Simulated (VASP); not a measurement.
Here is a VASP 6.6.1 calculation.

Contents of INCAR:

```
ALGO = Normal
EDIFF = 1E-6
ENCUT = 500
GGA = PE
GGA_COMPAT = F
ISIF = 2
ISMEAR = 0
LASPH = T
LCHARG = F
LREAL = F
LWAVE = F
NBANDS = 16
NELM = 120
PREC = Accurate
SIGMA = 0.01
```

The input KPOINTS:

```
k-points
0
Gamma
  4 4 4
```

POSCAR

```
ZnS
1.0
    0.0000000000      2.6497804200      2.6497804200
    2.6497804200      0.0000000000      2.6497804200
    2.6497804200      2.6497804200      0.0000000000
Zn S
1 1
Direct
    0.0000000000      0.0000000000      0.0000000000
    0.2500000000      0.2500000000      0.2500000000
```

Potentials or basis: VASP PAW PBE potentials, release 64 (Zn, S).

Run with:

```sh
$ cat potpaw_PBE.64/Zn/POTCAR potpaw_PBE.64/S/POTCAR > POTCAR
$ mpirun -np 1 vasp_std > vasp.out
```

(1) What does it give for the band gap on the k mesh?

(2) What does it give for the pressure?

Results:

(1) 2.37 eV, direct.

(2) 7.2 GPa.

Caveat: the k points lie up to 0.51 Å⁻¹ apart.
